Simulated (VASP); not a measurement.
Write the native input for VASP 6.6.1 that does the following.

| Quantity | Value |
| --- | --- |
| Task | single point |
| Functional | PBE |
| Potentials or basis | VASP PAW PBE potentials, release 64 (Al, Ga_d, P) |
| Cutoff | 520 eV |
| k mesh | 4 × 4 × 4 |
| Occupations | gaussian, width 0.1 eV |
| Spin | no spin polarisation |
| Dipole correction | no |
| Further INCAR settings | ALGO = Normal; EDIFF = 1e-06; NBANDS = 22 |

The structure of Al2GaP2 lies in POSCAR:

```
Al2GaP2
1.0
    3.8679117400      0.0000000000      0.0000000000
    0.0000000000      3.8679117400      0.0000000000
    0.0000000000      0.0000000000      6.7795444000
Al Ga P
2 1 2
Direct
    0.0000000000      0.0000000000      0.4773570600
    0.5000000000      0.5000000000      0.1365541200
    0.5000000000      0.5000000000      0.4032638800
    0.0000000000      0.0000000000      0.0519095700
    0.5000000000      0.5000000000      0.8507358800
```

One way to write it, as run:

INCAR

```
SYSTEM = Al2GaP2
PREC     = Accurate       ! precision mode
ENCUT    = 520            ! plane-wave cutoff, eV
EDIFF    = 1E-6           ! SCF threshold, eV
ISMEAR   = 0              ! smearing method
SIGMA    = 0.1            ! smearing width, eV
LREAL    = .FALSE.        ! projectors in reciprocal space
LASPH    = .TRUE.         ! aspherical terms in the spheres
NELM     = 60             ! most SCF steps
ALGO     = Normal         ! electronic algorithm
ISIF     = 2              ! what is computed and relaxed
LWAVE    = .FALSE.        ! write WAVECAR
LCHARG   = .FALSE.        ! write CHGCAR
GGA      = PE             ! functional
NBANDS   = 22             ! bands
```

KPOINTS

```
regular mesh
0
G
  4 4 4
  0 0 0
```

Potentials or basis: VASP PAW PBE potentials, release 64 (Al, Ga_d, P).

Run with:

```console
$ cat potpaw_PBE.64/Al/POTCAR potpaw_PBE.64/Ga_d/POTCAR potpaw_PBE.64/P/POTCAR > POTCAR
$ mpirun -np 1 vasp_std > vasp.out
```

It gave:

The pressure is 14.8 GPa and the largest force is 15.311 eV/Å.

Caveat: the k points lie up to 0.41 Å⁻¹ apart; forces of over 1 eV/Å act on the atoms, so gaps and moduli don't describe the material at rest.

Run time: 15 s on 1 thread of Intel(R) Xeon(R) 6975P-C (Granite Rapids) (shared host), peak memory 0.21 GiB.
